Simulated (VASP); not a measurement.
Crystal: MoRu3W.

```xyz
5
Lattice="4.3046 0.0000 0.0000 0.0000 4.3046 0.0000 0.0000 0.0000 4.3046" Properties=species:S:1:pos:R:3 pbc="T T T"
Mo    0.0000    0.0000    0.0000
Ru    0.0000    2.1523    2.1523
Ru    2.1523    0.0000    2.1523
Ru    2.1523    2.1523    0.0000
W     2.1523    2.1523    2.1523
```

| Quantity | Value |
| --- | --- |
| Program | VASP 6.6.1 |
| Task | relaxation of cell and atoms |
| Functional | PBE |
| Potentials or basis | VASP PAW PBE potentials, release 64 (Mo_sv, Ru_pv, W_sv) |
| Cutoff | 600 eV |
| k mesh | 4 × 4 × 4 |
| Occupations | gaussian, width 0.1 eV |
| Spin | no spin polarisation |

At the start: pressure 53.1 GPa; volume 15.95 Å³/atom.

**Question.** How do energy, volume and symmetry change on relaxing?

**Answer.** Over 5 steps the energy falls by 488.2 meV/atom and the volume is 19.50 Å³/atom (+22.3 %); space group Pm-3m (No. 221, to 0.05 Å).

The path:
```
step  energy change (eV)  largest force (eV/Å)  pressure (GPa)  volume (Å³)
   1              0.0000                0.0000           53.07        79.76
   2              5.6748                0.0000          -24.96       157.62
   3             -2.3732                0.0000           -3.86       100.10
   4             -2.4385                0.0000           -1.19        98.28
   5             -2.4412                0.0000            0.05        97.51
```

Final structure:
```
Mo Ru W
1.0
     4.60281    0.00000    0.00000
     0.00000    4.60281    0.00000
     0.00000    0.00000    4.60281
Mo Ru W
1 3 1
Direct
  0.00000 0.00000 0.00000
  0.00000 0.50000 0.50000
  0.50000 0.00000 0.50000
  0.50000 0.50000 0.00000
  0.50000 0.50000 0.50000
```

Caveat: the k points lie up to 0.34 Å⁻¹ apart in the final cell; the volume moved by over 15 % at a fixed basis, so the end points are rough.
